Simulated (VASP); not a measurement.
The system is ScAl3N3.

```
Sc Al N
1.0
     4.43850   -0.00636   -0.00040
     0.14900    4.66553   -0.00580
     2.16856    2.20992    4.39705
Sc Al N
1 3 3
Direct
  0.14703 0.41023 0.59078
  0.37674 0.13927 0.12156
  0.60776 0.89453 0.60782
  0.87557 0.67714 0.09823
  0.73453 0.03045 0.84604
  0.99057 0.80874 0.34440
  0.25340 0.52526 0.89118
```

The cell was built from a structure type or drawn by symmetry, and may not be a known phase.

Base run:

- Program: VASP 6.6.1
- Functional: PBE
- Potentials or basis: VASP PAW PBE potentials, release 64 (Sc_sv, Al, N)
- Cutoff: 600 eV
- k mesh: 8 × 8 × 8
- Occupations: gaussian, width 0.1 eV
- Spin: no spin polarisation

Its results: band gap on the k mesh zero (an odd number of electrons rules out a gap without spin polarisation); pressure 0.0 GPa; largest force 0.067 eV/Å.

**Question.** The run is repeated on the same cell with these changes: functional from PBE to r2SCAN; cutoff from 600 eV to 660 eV. What comes out?

**Answer.** Band gap on the k mesh zero (an odd number of electrons rules out a gap without spin polarisation); pressure -2.6 GPa; largest force 0.220 eV/Å.

Caveats: the PAW data sets were made with another functional, which shifts forces and pressure a little (at least some runs).
